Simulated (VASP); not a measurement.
# TiCo (Pm-3m) in VASP: further runs

Aim: see how the results for TiCo move with the level of theory and the settings. Levels: PBEsol, LDA. Tasks: relaxation of cell and atoms, single point.

Everything below comes from runs of VASP 6.6.1. Logs are shortened: lines on timing, memory, paths and dates and some standing lists are left out, and cuts for length are marked.

### 1 The cell of the first run

Symmetry: Pm-3m, No. 221, cubic system. Conventional cell: a = 2.986 Å, b = 2.986 Å, c = 2.986 Å, α = 90.00°, β = 90.00°, γ = 90.00°. Within 3.4 Å of Co (site symmetry m-3m) lie 8 Ti at 2.59 Å and 6 Co at 2.99 Å. Within 3.4 Å of Ti (site symmetry m-3m) lie 8 Co at 2.59 Å and 6 Ti at 2.99 Å.

### 2 Relaxation of cell and atoms, PBEsol, collinear spin, ferromagnetic start

Contents of INCAR:

```
SYSTEM = TiCo
  PREC = Accurate
  ENCUT = 600
  EDIFF = 1E-6
  ISMEAR = -1
  SIGMA = 0.05
  LREAL = .FALSE.
  LASPH = .TRUE.
  NELM = 150
  ALGO = Normal
  ISIF = 3
  LWAVE = .FALSE.
  LCHARG = .FALSE.
  ISPIN = 2
  MAGMOM = 2 1
  LORBIT = 11
  LMAXMIX = 4
  GGA = PS
  IBRION = 2
  NSW = 60
  EDIFFG = -0.01
```

Contents of KPOINTS:

```
regular mesh
0
G
  9 9 9
  0 0 0
```

Contents of POSCAR:

```
TiCo
1.0
    2.9861109900      0.0000000000      0.0000000000
    0.0000000000      2.9861109900      0.0000000000
    0.0000000000      0.0000000000      2.9861109900
Co Ti
1 1
Direct
    0.5000000000      0.5000000000      0.5000000000
    0.0000000000      0.0000000000      0.0000000000
```

Potentials or basis: VASP PAW PBE potentials, release 64 (Co, Ti_sv).

Run with:

```bash
$ cat potpaw_PBE.64/Co/POTCAR potpaw_PBE.64/Ti_sv/POTCAR > POTCAR
$ mpirun -np 1 vasp_std > vasp.out
```

OUTCAR:

```text
SYSTEM = TiCo
   PREC = Accurate
   ENCUT = 600
   EDIFF = 1E-6
   ISMEAR = -1
   LREAL = .FALSE.
   LASPH = .TRUE.
   NELM = 150
   ISIF = 3
   ISPIN = 2
   LORBIT = 11
   GGA = PS
   IBRION = 2
   NSW = 60
   EDIFFG = -0.01

 ion  position               nearest neighbor table
   1  0.500  0.500  0.500-   2 2.59   2 2.59   2 2.59   2 2.59   2 2.59   2 2.59   2 2.59   2 2.59

   2  0.000  0.000  0.000-   1 2.59   1 2.59   1 2.59   1 2.59   1 2.59   1 2.59   1 2.59   1 2.59

  LATTYP: Found a simple cubic cell.
 ALAT       =     2.9861109900

  Lattice vectors:

 A1 = (   2.9861109900,   0.0000000000,   0.0000000000)
 A2 = (   0.0000000000,   2.9861109900,   0.0000000000)
 A3 = (   0.0000000000,   0.0000000000,   2.9861109900)

Analysis of symmetry for initial positions (statically):
=====================================================================
 Subroutine PRICEL returns:
 Original cell was already a primitive cell.

 Routine SETGRP: Setting up the symmetry group for a
 simple cubic supercell.

 Subroutine GETGRP returns: Found 48 space group operations
 (whereof 48 operations were pure point group operations)
 out of a pool of 48 trial point group operations.

The static configuration has the point symmetry O_h .

Analysis of symmetry for dynamics (positions and initial velocities):
=====================================================================
 Subroutine PRICEL returns:
 Original cell was already a primitive cell.

 Routine SETGRP: Setting up the symmetry group for a
 simple cubic supercell.

 Subroutine GETGRP returns: Found 48 space group operations
 (whereof 48 operations were pure point group operations)
 out of a pool of 48 trial point group operations.

The dynamic configuration has the point symmetry O_h .

Analysis of structural, dynamic, and magnetic symmetry:
=====================================================================
 Subroutine PRICEL returns:
 Original cell was already a primitive cell.

 Routine SETGRP: Setting up the symmetry group for a
 simple cubic supercell.

 Subroutine GETGRP returns: Found 48 space group operations
 (whereof 48 operations were pure point group operations)
 out of a pool of 48 trial point group operations.

The overall configuration has the point symmetry O_h .

 Subroutine INISYM returns: Found 48 space group operations
 (whereof 48 operations are pure point group operations),
 and found     1 'primitive' translations

----------------------------------------------------------------------------------------

                                     Primitive cell

  volume of cell :      26.6267
[... 90 lines left out ...]
   LREAL  =      F    real-space projection
   EDIFFG = -.1E-01   stopping-criterion for IOM
   NSW    =     60    number of steps for IOM
   IBRION =      2    ionic relax: 0-MD 1-quasi-New 2-CG
   NFREE  =      1    steps in history (QN), initial steepest desc. (CG)
   ISIF   =      3    stress and relaxation
   ISYM   =      2    0-nonsym 1-usesym 2-fastsym
   POTIM  = 0.5000    time-step for ionic-motion
   TEBEG  =    0.0;   TEEND  =   0.0 temperature during run
   PSTRESS=    0.0 pullay stress
   NELECT =      21.0000    total number of electrons
   NUPDOWN=      -1.0000    fix difference up-down
   EMIN   =  10.00;   EMAX   =-10.00  energy-range for DOS
   EFERMI =   0.00;   METHOD = LEGACY
   ISMEAR =    -1;   SIGMA  =   0.05  broadening in eV -4-tet -1-fermi 0-gaus
   EFERMI_NEDOS =   21; number of points for ismear=-14 and -15
   IALGO  =     38    algorithm
   IMIX   =      4    mixing-type and parameters
     AMIX     =   0.40;   BMIX     =  1.00
     AMIX_MAG =   1.60;   BMIX_MAG =  1.00
  volume/ion in A,a.u.               =      13.31        89.84
  Fermi-wavevector in a.u.,A,eV,Ry     =   1.512546  2.858298 31.127355  2.287796
  Thomas-Fermi vector in A             =   2.622456
   LORBIT       =     11    0 simple, 1 ext, 2 COOP (PROOUT), +10 PAW based schemes
   GGA     = PS    functional components
   LHFCALC =     F    Hartree Fock is set to
   AEXX    =    0.0000 exact exchange contribution
   IVDW    =     0    specifies the selected vdW correction
   LEPSILON=     F    determine dielectric tensor
   LRPA    =     F    only Hartree local field effects (RPA)
 conjugate gradient relaxation of ions
 spin polarized calculation
  energy-cutoff  :      600.00
  volume of cell :       26.63
 maximum number of plane-waves:       905
 NGX is ok and might be reduce to    24
   NGX = 11   NGY = 11   NGZ = 11

--------------------------------------- Ionic step        1  -------------------------------------------

 number of electron      20.9999983 magnetization       0.6702732

 Free energy of the ion-electron system (eV)
  ---------------------------------------------------
  ext. energy  EPLUGINS =         0.00000000
  ---------------------------------------------------
  free energy    TOTEN  =       -16.87894256 eV

  energy without entropy =      -16.86030073  energy(sigma->0) =      -16.86962165

 E-fermi :   9.7929     XC(G=0): -12.7324

 val. band max:        9.7649211060   @ k =   0.4444   0.3333   0.2222
 cond. band min:       9.8159127651   @ k =   0.4444   0.4444   0.2222
 fundamental gap:      0.0509916591
 Fermi energy:         9.7928720464

 spin component 1

 k-point     1 :       0.0000    0.0000    0.0000
  band No.  band energies     occupation
      1     -47.1518      1.00000
      2     -23.3437      1.00000
      3     -23.3437      1.00000
      4     -23.3437      1.00000
      5       2.0693      1.00000
      6       5.7069      1.00000
[... 978 lines left out ...]
--------------------------------------- Ionic step        3  -------------------------------------------

 number of electron      21.0000008 magnetization       0.5683232

 Free energy of the ion-electron system (eV)
  ---------------------------------------------------
  ext. energy  EPLUGINS =         0.00000000
  ---------------------------------------------------
  free energy    TOTEN  =       -16.91731913 eV

  energy without entropy =      -16.90035729  energy(sigma->0) =      -16.90883821

 E-fermi :  10.4753     XC(G=0): -13.0133

 val. band max:       10.4705074661   @ k =   0.4444   0.3333   0.3333
 cond. band min:      10.4868003340   @ k =   0.4444   0.4444   0.1111
 fundamental gap:      0.0162928680
 Fermi energy:        10.4753467487

 spin component 1

 k-point     1 :       0.0000    0.0000    0.0000
  band No.  band energies     occupation
      1     -46.3996      1.00000
      2     -22.5747      1.00000
      3     -22.5747      1.00000
      4     -22.5747      1.00000
      5       2.5371      1.00000
      6       6.1672      1.00000
[... 936 lines left out ...]
  FREE ENERGIE OF THE ION-ELECTRON SYSTEM (eV)
  ---------------------------------------------------
  free  energy   TOTEN  =       -16.9173191341 eV

  energy  without entropy=      -16.9003572873  energy(sigma->0) =      -16.90883821

 reached required accuracy - stopping structural energy minimisation

 total charge

# of ion       s       p       d       tot
------------------------------------------
    1        0.544   0.482   7.358   8.384
    2        2.260   6.199   1.904  10.364
--------------------------------------------------
tot          2.804   6.681   9.262  18.748

 magnetization (x)

# of ion       s       p       d       tot
------------------------------------------
    1        0.023  -0.004   0.594   0.613
    2       -0.002  -0.008  -0.010  -0.020
--------------------------------------------------
tot          0.021  -0.012   0.584   0.593
```

CONTCAR:

```text
TiCo
   1.00000000000000
     2.9351222642481942   -0.0000000000000000    0.0000000000000000
    -0.0000000000000000    2.9351222642481942    0.0000000000000000
     0.0000000000000000   -0.0000000000000000    2.9351222642481942
  Co              Ti
     1     1
Direct
     0.5000000000000000    0.5000000000000000    0.5000000000000000
     0.0000000000000000    0.0000000000000000    0.0000000000000000

  0.00000000E+00  0.00000000E+00  0.00000000E+00
  0.00000000E+00  0.00000000E+00  0.00000000E+00
```

Run time: 58 s. Hardware: 1 thread of AMD EPYC 9R45 (Zen 5), shared host; peak memory 0.14 GiB.

What came out:

| Quantity | Value |
| --- | --- |
| Free energy | -16.9173 eV |
| Relaxed volume | 12.64 Å³/atom |
| Relaxed cell | a = 2.935 Å, b = 2.935 Å, c = 2.935 Å, α = 90.00°, β = 90.00°, γ = 90.00° |
| Space group after relaxing (to 0.05 Å) | Pm-3m (No. 221) |
| Energy gained by relaxing | 19.2 meV/atom |
| Ionic steps | 3 |
| Pressure after relaxing | 0.1 GPa |
| Net moment | 0.57 μB per cell |
| Site moments | Co +0.61; Ti -0.02 μB |
| Valence electrons inside the program's atomic spheres | Co 8.38; Ti 10.36 |

Step by step:
```tsv
step	energy change (eV)	largest force (eV/Å)	pressure (GPa)	volume (Å³)
1	0.0000	0.0000	-8.66	26.63
2	0.0065	0.0000	11.45	23.95
3	-0.0384	0.0000	0.09	25.29
```

Final structure:
```
Co Ti
1.0
     2.93512    0.00000    0.00000
     0.00000    2.93512    0.00000
     0.00000    0.00000    2.93512
Co Ti
1 1
Cartesian
  1.4676 1.4676 1.4676
  0.0000 0.0000 0.0000
```

Caveat: the PAW data sets were made with another functional, which shifts forces and pressure a little.

### 3 Single point, LDA, collinear spin, ferromagnetic start (volume scaled by 0.94)

Contents of INCAR:

```
SYSTEM = TiCo
PREC     = Accurate       ! precision mode
ENCUT    = 520            ! plane-wave cutoff, eV
EDIFF    = 1E-7           ! SCF threshold, eV
ISMEAR   = -1             ! smearing method
SIGMA    = 0.05           ! smearing width, eV
LREAL    = .FALSE.        ! projectors in reciprocal space
LASPH    = .TRUE.         ! aspherical terms in the spheres
NELM     = 150            ! most SCF steps
ALGO     = Fast           ! electronic algorithm
ISIF     = 2              ! what is computed and relaxed
LWAVE    = .FALSE.        ! write WAVECAR
LCHARG   = .FALSE.        ! write CHGCAR
ISPIN    = 2              ! spin polarisation
MAGMOM   = 2 1            ! initial moments
LORBIT   = 11             ! projections on sites
LMAXMIX  = 4              ! l up to which the mixer works
NBANDS   = 22             ! bands
```

Contents of KPOINTS:

```
Automatic mesh
0
G
  9 9 9
  0 0 0
```

Contents of POSCAR:

```
TiCo
1.0
    2.9251528449      0.0000000000      0.0000000000
    0.0000000000      2.9251528449      0.0000000000
    0.0000000000      0.0000000000      2.9251528449
Co Ti
1 1
Direct
    0.5000000000      0.5000000000      0.5000000000
    0.0000000000      0.0000000000      0.0000000000
```

Potentials or basis: VASP PAW LDA potentials, release 64 (Co, Ti_sv).

Run with:

```bash
$ cat potpaw_LDA.64/Co/POTCAR potpaw_LDA.64/Ti_sv/POTCAR > POTCAR
$ mpirun -np 1 vasp_std > vasp.out
```

Wall time 46 s (1 thread of AMD EPYC 9R45 (Zen 5), shared host); peak memory 0.12 GiB.

Results (log left out):

* Free energy: -17.5960 eV
* Pressure: -4.7 GPa
* Net moment: 0.39 μB per cell
* Site moments: Co +0.39; Ti +0.01 μB
* Valence electrons inside the program's atomic spheres: Co 8.42; Ti 10.39

Levels at points of the mesh, in eV from the Fermi level:
Spin up:
| k point | band 8 | band 9 | band 10 | band 11 | band 12 | band 13 |
| --- | --- | --- | --- | --- | --- | --- |
| (0.00, 0.00, 0.00) | -1.70 | -1.70 | -1.70 | 0.71 | 0.71 | 2.92 |
Spin down:
```csv
k point,band 6,band 7,band 8,band 9,band 10,band 11,band 12,band 13,band 14,band 15
"(0.00, 0.00, 0.00)",-3.99,-3.99,-1.45,-1.45,-1.45,0.91,0.91,2.97,2.97,2.97
```

Caveat: the cell differs from its parent crystal (volume scaled by 0.94).

### 4 Single point, LDA, collinear spin, ferromagnetic start (volume scaled by 0.96)

Contents of INCAR:

```
ALGO     = Normal         # electronic algorithm
EDIFF    = 1E-7           # SCF threshold, eV
ENCUT    = 520            # plane-wave cutoff, eV
GGA      = CA             # functional
ISIF     = 2              # what is computed and relaxed
ISMEAR   = -1             # smearing method
ISPIN    = 2              # spin polarisation
LASPH    = True           # aspherical terms in the spheres
LCHARG   = False          # write CHGCAR
LMAXMIX  = 4              # l up to which the mixer works
LORBIT   = 11             # projections on sites
LREAL    = False          # projectors in reciprocal space
LWAVE    = False          # write WAVECAR
MAGMOM   = 2 1            # initial moments
NBANDS   = 22             # bands
NELM     = 150            # most SCF steps
PREC     = Accurate       # precision mode
SIGMA    = 0.05           # smearing width, eV
```

Contents of KPOINTS:

```
k-points
0
Gamma
  9 9 9
```

Contents of POSCAR:

```
TiCo
1.0
    2.9457531915      0.0000000000      0.0000000000
    0.0000000000      2.9457531915      0.0000000000
    0.0000000000      0.0000000000      2.9457531915
Co Ti
1 1
Direct
    0.5000000000      0.5000000000      0.5000000000
    0.0000000000      0.0000000000      0.0000000000
```

Run with:

```bash
$ cat potpaw_LDA.64/Co/POTCAR potpaw_LDA.64/Ti_sv/POTCAR > POTCAR
$ mpirun -np 1 vasp_std > vasp.out
```

It took 32 s on 1 thread of AMD EPYC 9R45 (Zen 5), shared host; peak memory 0.12 GiB.

The run converged. Its results:

- Free energy: -17.5740 eV
- Pressure: -8.5 GPa
- Net moment: 0.41 μB per cell
- Site moments: Co +0.41; Ti +0.00 μB
- Valence electrons inside the program's atomic spheres: Co 8.39; Ti 10.36

Levels at points of the mesh, in eV from the Fermi level:
Spin up:
```csv
k point,band 7,band 8,band 9,band 10,band 11,band 12,band 13,band 14
"(0.00, 0.00, 0.00)",-4.09,-1.66,-1.66,-1.66,0.68,0.68,2.84,2.84
```
Spin down:
```
           k point  band 6  band 7  band 8  band 9  band 10  band 11  band 12  band 13  band 14  band 15
(0.00, 0.00, 0.00)   -3.86   -3.86   -1.40   -1.40    -1.40     0.89     0.89     2.89     2.89     2.89
```

Caveat: the cell differs from its parent crystal (volume scaled by 0.96).

### 5 Single point, LDA, collinear spin, ferromagnetic start (volume scaled by 0.98)

Contents of INCAR:

```
PREC = Accurate
ENCUT = 520
EDIFF = 1E-6
ISMEAR = -1
SIGMA = 0.05
LREAL = F
LASPH = T
NELM = 150
ALGO = Normal
ISIF = 2
LWAVE = F
LCHARG = T
ISPIN = 2
MAGMOM = 2 1
LORBIT = 11
LMAXMIX = 4
LELF = T
LVHAR = T
NBANDS = 22
```

Contents of KPOINTS:

```
Automatic mesh
0
Gamma
  9 9 9
```

Contents of POSCAR:

```
TiCo
1.0
    2.9660693728      0.0000000000      0.0000000000
    0.0000000000      2.9660693728      0.0000000000
    0.0000000000      0.0000000000      2.9660693728
Co Ti
1 1
Direct
    0.5000000000      0.5000000000      0.5000000000
    0.0000000000      0.0000000000      0.0000000000
```

Run with:

```bash
$ cat potpaw_LDA.64/Co/POTCAR potpaw_LDA.64/Ti_sv/POTCAR > POTCAR
$ mpirun -np 1 vasp_std > vasp.out
```

It took 29 s on 1 thread of AMD EPYC 9R45 (Zen 5), shared host; peak memory 0.12 GiB.

Results (log left out):

| Quantity | Value |
| --- | --- |
| Free energy | -17.5402 eV |
| Pressure | -12.2 GPa |
| Net moment | 0.43 μB per cell |
| Site moments | Co +0.44; Ti -0.00 μB |
| Valence electrons inside the program's atomic spheres | Co 8.35; Ti 10.33 |

Levels at points of the mesh, in eV from the Fermi level:
Spin up:
```csv
k point,band 8,band 9,band 10,band 11,band 12,band 13
"(0.00, 0.00, 0.00)",-1.63,-1.63,-1.63,0.66,0.66,2.76
```
Spin down:
| k point | band 6 | band 7 | band 8 | band 9 | band 10 | band 11 | band 12 | band 13 | band 14 | band 15 |
| --- | --- | --- | --- | --- | --- | --- | --- | --- | --- | --- |
| (0.00, 0.00, 0.00) | -3.75 | -3.75 | -1.36 | -1.36 | -1.36 | 0.88 | 0.88 | 2.81 | 2.81 | 2.81 |

Caveat: the cell differs from its parent crystal (volume scaled by 0.98).

### 6 Summary

| task | level | potentials or basis | cell | cutoff (eV) | gap on the mesh (eV) | pressure (GPa) | moment (μB) |
| --- | --- | --- | --- | --- | --- | --- | --- |
| relaxation of cell and atoms | PBEsol | VASP PAW PBE potentials, release 64 (Co, Ti_sv) | relaxed from a = 2.986 Å, 2 atoms | 600 | none | 0.1 | 0.57 |
| single point | LDA | VASP PAW LDA potentials, release 64 (Co, Ti_sv) | a = 2.925 Å, 2 atoms | 520 | none | -4.7 | 0.39 |
| single point | LDA | VASP PAW LDA potentials, release 64 (Co, Ti_sv) | a = 2.946 Å, 2 atoms | 520 | none | -8.5 | 0.41 |
| single point | LDA | VASP PAW LDA potentials, release 64 (Co, Ti_sv) | a = 2.966 Å, 2 atoms | 520 | none | -12.2 | 0.43 |

Alike in all rows: spin collinear, ferromagnetic start; k mesh 9 × 9 × 9; smearing fermi-dirac 0.05 eV.

Caveats: the PAW data sets were made with another functional, which shifts forces and pressure a little (some runs).

Absolute energies hang on the potentials; compare differences alone.
